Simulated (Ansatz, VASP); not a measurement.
FeAs2 in VASP and in Ansatz

Contents of INCAR:

```
  PREC = Accurate
  ENCUT = 520
  EDIFF = 1E-6
  ISMEAR = 0
  SIGMA = 0.01
  LREAL = F
  LASPH = T
  NELM = 80
  ALGO = Normal
  ISIF = 2
  LWAVE = F
  LCHARG = T
  GGA = CA
  LELF = T
  LVHAR = T
  NBANDS = 27
```

The input KPOINTS:

```
regular mesh
0
Gamma
  8 6 12
```

Contents of POSCAR:

```
FeAs2
1.0
    5.2029815889      0.0000000000      0.0000000000
    0.0000000000      5.8580917871      0.0000000000
    0.0000000000      0.0000000000      2.8222259418
Fe As
2 4
Direct
    0.0000000000      0.0000000000      0.0000000000
    0.5000000000      0.5000000000      0.5000000000
    0.1798394030      0.3603358667      0.0000000000
    0.8201605970      0.6396641333      0.0000000000
    0.6798394030      0.1396641333      0.5000000000
    0.3201605970      0.8603358667      0.5000000000
```

Input for Ansatz:

```yaml
crystal:
  lattice:
    - [5.2029815889, 0.0, 0.0]
    - [0.0, 5.8580917871, 0.0]
    - [0.0, 0.0, 2.8222259418]
  atoms:
    - { symbol: Fe, position: [0.0, 0.0, 0.0] }
    - { symbol: Fe, position: [0.5, 0.5, 0.5] }
    - { symbol: As, position: [0.179839403, 0.3603358667, 0.0] }
    - { symbol: As, position: [0.820160597, 0.6396641333, 0.0] }
    - { symbol: As, position: [0.679839403, 0.1396641333, 0.5] }
    - { symbol: As, position: [0.320160597, 0.8603358667, 0.5] }
basis:
  ecutwfc: 420
kpoints:
  mp_grid: { grid: [8, 6, 12] }
  band_path: { path: [VBM, CBM], npoints: 2 }
hamiltonian:
  xc: lda
scf:
  occupations: { method: gaussian, width: 0.01 }
output:
  forces: false
  stress: false
  eigenvalues: true
checkpoint:
  read: start.run
  write: ck
  compress: false
  write_wavefunctions: false
  write_every: 100000
```

Alike in both runs: task single point; functional LDA; k mesh 8 × 6 × 12; occupations gaussian, width 0.01 eV; no spin polarisation.

```csv
,VASP,Ansatz
version,VASP 6.6.1,Ansatz 0.2.0
potentials or method,"VASP PAW LDA potentials, release 64 (Fe, As), cutoff 520 eV","scalar-relativistic, plane waves, PAW"
valence electrons in the cell,36,92
```

Ansatz gave:

| Quantity | Value |
| --- | --- |
| gap on the k mesh at the Fermi level (eV) | 0.22 |
| least direct gap on the mesh (eV) | 0.52 |

Estimate VASP's values.

gap on the k mesh at the Fermi level (eV): 0.20; least direct gap on the mesh (eV): 0.50.

LDA's correlation is that of Perdew and Zunger in VASP and of Perdew and Wang (1992) in Ansatz. VASP's potentials hold 36 valence electrons a cell and Ansatz's 92, so a difference there can come from the potentials and not from the codes.
